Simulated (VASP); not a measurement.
LiF: single point with PBEsol+D4

The system is LiF.

```
F Li
1.0
     0.00000    1.99746    1.99746
     1.99746    0.00000    1.99746
     1.99746    1.99746    0.00000
F Li
1 1
Direct
  0.50000 0.50000 0.50000
  0.00000 0.00000 0.00000
```

| Quantity | Value |
| --- | --- |
| Program | VASP 6.6.1 |
| Task | single point |
| Functional | PBEsol |
| Dispersion | D4 |
| Potentials or basis | VASP PAW PBE potentials, release 64 (F, Li_sv) |
| Cutoff | 520 eV |
| k mesh | 11 × 11 × 11 |
| Occupations | fermi-dirac, width 0.05 eV |
| Spin | no spin polarisation |
| Dipole correction | no |
| Further INCAR settings | ALGO = Normal; EDIFF = 1e-06; NBANDS = 12 |

```yaml
Band_gap_on_the_k_mesh: 9.14 eV
Dispersion_energy_per_atom: -0.036 eV
```

Levels at points of the mesh, in eV from the valence-band top:
| k point | band 2 | band 3 | band 4 | band 5 | band 6 | band 7 | band 8 | band 9 |
| --- | --- | --- | --- | --- | --- | --- | --- | --- |
| (0.00, 0.00, 0.00) | -19.93 | 0.00 | 0.00 | 0.00 | 9.14 | 24.15 | 24.15 | 24.15 |

Run time: 18 s on 1 thread of Intel Xeon 8259CL, with other jobs on the host, peak memory 0.14 GiB.

Caveat: an odd mesh through Γ misses points on the zone boundary, where band edges can lie. Expect the measured gap to be larger: semilocal functionals such as PBEsol lack the derivative discontinuity.
